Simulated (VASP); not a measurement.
A run of VASP 6.6.1:

File INCAR:

```
PREC = Accurate
ENCUT = 520
EDIFF = 1E-6
ISMEAR = 0
SIGMA = 0.01
LREAL = F
LASPH = T
NELM = 60
ALGO = Normal
ISIF = 2
LWAVE = F
LCHARG = F
GGA = PE
NBANDS = 33
```

KPOINTS

```
Automatic mesh
0
Gamma
  4 4 8
```

Contents of POSCAR:

```
TiO2
1.0
    4.6892778162      0.0000000000      0.0000000000
    0.0000000000      4.6892778162      0.0000000000
    0.0000000000      0.0000000000      2.9934255120
Ti O
2 4
Direct
    0.0000000000      0.0000000000      0.0000000000
    0.5000000000      0.5000000000      0.5000000000
    0.3051320931      0.3051320931      0.0000000000
    0.1948679069      0.8051320931      0.5000000000
    0.8051320931      0.1948679069      0.5000000000
    0.6948679069      0.6948679069      0.0000000000
```

Potentials or basis: VASP PAW PBE potentials, release 64 (Ti_sv, O).

Command:

```sh
$ cat potpaw_PBE.64/Ti_sv/POTCAR potpaw_PBE.64/O/POTCAR > POTCAR
$ mpirun -np 1 vasp_std > vasp.out
```

Hardware: 1 thread of AMD EPYC 7R13 (shared host).

Question: How long does it take, and how much memory?

Answer: Run time: 98 s on 1 thread of AMD EPYC 7R13, with other jobs on the host, peak memory 0.17 GiB. Counts: scf iterations 16, k points 30.
